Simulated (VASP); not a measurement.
# Cs (Fm-3m) in VASP: settings compared, part 2 of 2

VASP 6.6.1. The steps go on from the part before.

**4. Single point, LDA**

This run uses another cell than the first one, of 118.18 Å³/atom.

Contents of INCAR:

```
SYSTEM = Cs
ALGO     = Normal         ! electronic algorithm
EDIFF    = 1E-6           ! SCF threshold, eV
ENCUT    = 520            ! plane-wave cutoff, eV
ISIF     = 2              ! what is computed and relaxed
ISMEAR   = -1             ! smearing method
LASPH    = .TRUE.         ! aspherical terms in the spheres
LCHARG   = .FALSE.        ! write CHGCAR
LREAL    = .FALSE.        ! projectors in reciprocal space
LWAVE    = .FALSE.        ! write WAVECAR
NBANDS   = 10             ! bands
NELM     = 100            ! most SCF steps
PREC     = Accurate       ! precision mode
SIGMA    = 0.05           ! smearing width, eV
```

Contents of KPOINTS:

```
k-points
0
G
  6 6 6
  0 0 0
```

Contents of POSCAR:

```
Cs
1.0
    0.0000000000      3.8949733102      3.8949733102
    3.8949733102      0.0000000000      3.8949733102
    3.8949733102      3.8949733102      0.0000000000
Cs
1
Direct
    0.0000000000      0.0000000000      0.0000000000
```

Potentials or basis: VASP PAW LDA potentials, release 64 (Cs_sv).

Command:

```bash
$ cat potpaw_LDA.64/Cs_sv/POTCAR > POTCAR
$ mpirun -np 1 vasp_std > vasp.out
```

OUTCAR:

```text
SYSTEM = Cs
   EDIFF = 1E-6
   ENCUT = 520
   ISIF = 2
   ISMEAR = -1
   LASPH = .TRUE.
   LREAL = .FALSE.
   NELM = 100
   PREC = Accurate

 ion  position               nearest neighbor table
   1  0.000  0.000  0.000-

  LATTYP: Found a face centered cubic cell.
 ALAT       =     7.7899466204

  Lattice vectors:

 A1 = (   0.0000000000,   3.8949733102,   3.8949733102)
 A2 = (   3.8949733102,   0.0000000000,   3.8949733102)
 A3 = (   3.8949733102,   3.8949733102,   0.0000000000)

Analysis of symmetry for initial positions (statically):
=====================================================================
 Subroutine PRICEL returns:
 Original cell was already a primitive cell.

 Routine SETGRP: Setting up the symmetry group for a
 face centered cubic supercell.

 Subroutine GETGRP returns: Found 48 space group operations
 (whereof 48 operations were pure point group operations)
 out of a pool of 48 trial point group operations.

The static configuration has the point symmetry O_h .

Analysis of symmetry for dynamics (positions and initial velocities):
=====================================================================
 Subroutine PRICEL returns:
 Original cell was already a primitive cell.

 Routine SETGRP: Setting up the symmetry group for a
 face centered cubic supercell.

 Subroutine GETGRP returns: Found 48 space group operations
 (whereof 48 operations were pure point group operations)
 out of a pool of 48 trial point group operations.

The dynamic configuration has the point symmetry O_h .

 Subroutine INISYM returns: Found 48 space group operations
 (whereof 48 operations are pure point group operations),
 and found     1 'primitive' translations

----------------------------------------------------------------------------------------

                                     Primitive cell
[... 102 lines left out ...]
  Fermi-wavevector in a.u.,A,eV,Ry     =   0.693918  1.311314  6.551498  0.481522
  Thomas-Fermi vector in A             =   1.776265
   LORBIT       =      0    0 simple, 1 ext, 2 COOP (PROOUT), +10 PAW based schemes
   GGA     = CA    functional components
   LHFCALC =     F    Hartree Fock is set to
   AEXX    =    0.0000 exact exchange contribution
   IVDW    =     0    specifies the selected vdW correction
   LEPSILON=     F    determine dielectric tensor
   LRPA    =     F    only Hartree local field effects (RPA)
 non-spin polarized calculation
  energy-cutoff  :      520.00
  volume of cell :      118.18
 maximum number of plane-waves:      3218
 NGX is ok and might be reduce to    42
   NGX = 21   NGY = 21   NGZ = 21

 number of electron       8.9999998 magnetization

 Free energy of the ion-electron system (eV)
  ---------------------------------------------------
  ext. energy  EPLUGINS =         0.00000000
  ---------------------------------------------------
  free energy    TOTEN  =        -0.96052574 eV

  energy without entropy =       -0.94571285  energy(sigma->0) =       -0.95311929

 E-fermi :   0.1975     XC(G=0):  -5.4726

 val. band max:        0.1661045109   @ k =   0.5000   0.3333   0.1667
 cond. band min:       0.3106310592   @ k =   0.5000   0.1667   0.0000
 fundamental gap:      0.1445265482
 Fermi energy:         0.1974697659

 k-point     1 :       0.0000    0.0000    0.0000
  band No.  band energies     occupation
      1     -23.6147      2.00000
      2     -10.3556      2.00000
      3     -10.3556      2.00000
      4     -10.3556      2.00000
      5      -1.4362      2.00000
      6       2.5931      0.00000
      7       2.5931      0.00000
      8       2.5931      0.00000
      9       3.6342      0.00000
     10       3.6342      0.00000
[... 183 lines left out ...]
 k-point    16 :      -0.3333    0.5000    0.1667
  band No.  band energies     occupation
      1     -23.6076      2.00000
      2     -10.4570      2.00000
      3     -10.4206      2.00000
      4     -10.4030      2.00000
      5       0.8445      0.00000
      6       1.3328      0.00000
      7       1.5263      0.00000
      8       2.5424      0.00000
      9       4.3817      0.00000
     10       4.3867      0.00000

------------------------ aborting loop because EDIFF is reached ----------------------------------------

  FORCE on cell =-STRESS in cart. coord.  units (eV):
  Direction    XX          YY          ZZ          XY          YZ          ZX
  --------------------------------------------------------------------------------------
  -------------------------------------------------------------------------------------
  Total       -0.2584171     -0.2584171     -0.2584171      0.0000000     -0.0000000      0.0000000
  in kB       -3.5033890     -3.5033890     -3.5033890      0.0000000     -0.0000000      0.0000000
  external PRESSURE =      -3.5033890 kB  Pullay stress =       0.0000000 kB

 VOLUME and BASIS-vectors are now :
 -----------------------------------------------------------------------------
  energy-cutoff  :      520.00
  volume of cell :      118.18
      direct lattice vectors                 reciprocal lattice vectors
     0.000000000  3.894973310  3.894973310    -0.128370584  0.128370584  0.128370584
     3.894973310  0.000000000  3.894973310     0.128370584 -0.128370584  0.128370584
     3.894973310  3.894973310  0.000000000     0.128370584  0.128370584 -0.128370584

 POSITION                                       TOTAL-FORCE (eV/Angst)
 -----------------------------------------------------------------------------------
      0.00000      0.00000      0.00000        -0.000000     -0.000000      0.000000
 -----------------------------------------------------------------------------------
    total drift:                               -0.000000     -0.000000     -0.000000

  FREE ENERGIE OF THE ION-ELECTRON SYSTEM (eV)
  ---------------------------------------------------
  free  energy   TOTEN  =        -0.9605257351 eV

  energy  without entropy=       -0.9457128463  energy(sigma->0) =       -0.95311929
```

OSZICAR:

```text
N       E                     dE             d eps       ncg     rms          rms(c)
DAV:   1     0.515776266028E+02    0.51578E+02   -0.29614E+03   320   0.624E+02
DAV:   2     0.443377844470E+01   -0.47144E+02   -0.45984E+02   396   0.107E+02
DAV:   3    -0.877769427072E+00   -0.53115E+01   -0.53075E+01   372   0.419E+01
DAV:   4    -0.960300354554E+00   -0.82531E-01   -0.82515E-01   416   0.630E+00
DAV:   5    -0.960766740727E+00   -0.46639E-03   -0.46637E-03   438   0.438E-01    0.122E-01
DAV:   6    -0.960398630145E+00    0.36811E-03   -0.11697E-03   426   0.152E-01    0.807E-02
DAV:   7    -0.960491354468E+00   -0.92724E-04   -0.22130E-03   390   0.210E-01    0.327E-02
DAV:   8    -0.960524776874E+00   -0.33422E-04   -0.61660E-05   388   0.484E-02    0.387E-03
DAV:   9    -0.960525735087E+00   -0.95821E-06   -0.24757E-06   414   0.752E-03
   1 F= -.96052574E+00 E0= -.95311929E+00  d E =-.148129E-01
```

It took 13 s on 1 thread of Intel Xeon 8259CL, shared host; peak memory 0.2 GiB.

Results:

| Property | Result |
| --- | --- |
| Free energy | -0.9605 eV |
| Pressure | -0.4 GPa |
| Band gap on the k mesh | zero (an odd number of electrons rules out a gap without spin polarisation) |

Levels at points of the mesh, in eV from the Fermi level:
```tsv
k point	band 2	band 3	band 4	band 5	band 6	band 7	band 8	band 9
(0.00, 0.00, 0.00)	-10.55	-10.55	-10.55	-1.63	2.40	2.40	2.40	3.44
(0.50, 0.00, 0.00)	-10.68	-10.57	-10.57	-0.03	0.83	2.27	2.27	4.21
(0.50, 0.50, 0.00)	-10.67	-10.60	-10.60	0.32	1.06	1.45	3.96	3.96
```

Caveat: spin-orbit coupling is left out, which moves the levels of the heavy elements.

**5. Single point, LDA**

This run uses another cell than the first one, of 120.64 Å³/atom.

Contents of INCAR:

```
SYSTEM = Cs
  ALGO = Fast
  EDIFF = 1E-6
  ENCUT = 520
  ISIF = 2
  ISMEAR = -1
  LASPH = .True.
  LCHARG = .False.
  LREAL = .False.
  LWAVE = .False.
  NBANDS = 10
  NELM = 100
  PREC = Accurate
  SIGMA = 0.05
```

Contents of KPOINTS:

```
k-points
0
Gamma
  6 6 6
  0 0 0
```

Contents of POSCAR:

```
Cs
1.0
    0.0000000000      3.9218360440      3.9218360440
    3.9218360440      0.0000000000      3.9218360440
    3.9218360440      3.9218360440      0.0000000000
Cs
1
Direct
    0.0000000000      0.0000000000      0.0000000000
```

Command:

```bash
$ cat potpaw_LDA.64/Cs_sv/POTCAR > POTCAR
$ mpirun -np 1 vasp_std > vasp.out
```

It took 17 s on 1 thread of Intel Xeon 8259CL, shared host; peak memory 0.2 GiB.

It converged, with:

```yaml
Free_energy: -0.9551 eV
Pressure: -0.4 GPa
Band_gap_on_the_k_mesh: zero (an odd number of electrons rules out a gap without spin polarisation)
```

Levels at points of the mesh, in eV from the Fermi level:
| k point | band 1 | band 2 | band 3 | band 4 | band 5 | band 6 | band 7 | band 8 | band 9 | band 10 |
| --- | --- | --- | --- | --- | --- | --- | --- | --- | --- | --- |
| (0.00, 0.00, 0.00) | -23.83 | -10.57 | -10.57 | -10.57 | -1.61 | 2.38 | 2.38 | 2.38 | 3.40 | 3.40 |
| (0.50, 0.00, 0.00) | -23.82 | -10.69 | -10.59 | -10.59 | -0.02 | 0.81 | 2.26 | 2.26 | 4.17 | 4.19 |
| (0.50, 0.50, 0.00) | -23.82 | -10.68 | -10.61 | -10.61 | 0.34 | 1.07 | 1.42 | 3.90 | 3.94 | 4.04 |

Caveat: spin-orbit coupling is left out, which moves the levels of the heavy elements.

**6. Single point, LDA**

This run uses another cell than the first one, of 123.10 Å³/atom.

Contents of INCAR:

```
SYSTEM = Cs
ALGO = Normal
EDIFF = 1E-6
ENCUT = 520
GGA = CA
ISIF = 2
ISMEAR = -1
LASPH = .True.
LCHARG = .False.
LREAL = .False.
LWAVE = .False.
NBANDS = 10
NELM = 100
PREC = Accurate
SIGMA = 0.05
```

KPOINTS is that of step 5.

Contents of POSCAR:

```
Cs
1.0
    0.0000000000      3.9483357400      3.9483357400
    3.9483357400      0.0000000000      3.9483357400
    3.9483357400      3.9483357400      0.0000000000
Cs
1
Direct
    0.0000000000      0.0000000000      0.0000000000
```

Potentials or basis: VASP PAW LDA potentials, release 64 (Cs_sv).

Command:

```bash
$ cat potpaw_LDA.64/Cs_sv/POTCAR > POTCAR
$ mpirun -np 1 vasp_std > vasp.out
```

It took 16 s on 1 thread of Intel Xeon 8259CL, shared host; peak memory 0.19 GiB.

It converged, with:

| Item | Value |
| --- | --- |
| Free energy | -0.9494 eV |
| Pressure | -0.4 GPa |
| Band gap on the k mesh | zero (an odd number of electrons rules out a gap without spin polarisation) |

Levels at points of the mesh, in eV from the Fermi level:
| k point | band 3 | band 4 | band 5 | band 6 | band 7 | band 8 |
| --- | --- | --- | --- | --- | --- | --- |
| (0.00, 0.00, 0.00) | -10.58 | -10.58 | -1.59 | 2.37 | 2.37 | 2.37 |
| (0.50, 0.00, 0.00) | -10.60 | -10.60 | -0.02 | 0.80 | 2.25 | 2.25 |
| (0.50, 0.50, 0.00) | -10.62 | -10.62 | 0.35 | 1.08 | 1.40 | 3.85 |

Caveat: spin-orbit coupling is left out, which moves the levels of the heavy elements.

**7. Summary**

| task | level | potentials or basis | spin | cell | k mesh | cutoff (eV) | smearing | gap on the mesh (eV) | pressure (GPa) |
| --- | --- | --- | --- | --- | --- | --- | --- | --- | --- |
| relaxation of cell and atoms | revPBE+D3(BJ) | VASP PAW PBE potentials, release 64 (Cs_sv) | non-collinear, zero start, SOC | relaxed from a = 6.015 Å, angles 60.0°, 1 atom | 5 × 5 × 5 | 600 | methfessel-paxton 0.2 eV | - | 0.0 |
| single point | LDA | VASP PAW LDA potentials, release 64 (Cs_sv) | off | a = 5.470 Å, angles 60.0°, 1 atom | 6 × 6 × 6 | 520 | fermi-dirac 0.05 eV | none | -0.3 |
| single point | LDA | VASP PAW LDA potentials, release 64 (Cs_sv) | off | a = 5.508 Å, angles 60.0°, 1 atom | 6 × 6 × 6 | 520 | fermi-dirac 0.05 eV | none | -0.4 |
| single point | LDA | VASP PAW LDA potentials, release 64 (Cs_sv) | off | a = 5.546 Å, angles 60.0°, 1 atom | 6 × 6 × 6 | 520 | fermi-dirac 0.05 eV | none | -0.4 |
| single point | LDA | VASP PAW LDA potentials, release 64 (Cs_sv) | off | a = 5.584 Å, angles 60.0°, 1 atom | 6 × 6 × 6 | 520 | fermi-dirac 0.05 eV | none | -0.4 |

Caveats: spin-orbit coupling is left out, which moves the levels of the heavy elements (at least some runs); the volume moved by over 15 % at a fixed basis, so the end points are rough (at least some runs); the PAW data sets were made with another functional, which shifts forces and pressure a little (at least some runs).

Absolute energies hang on the potentials; compare differences alone.
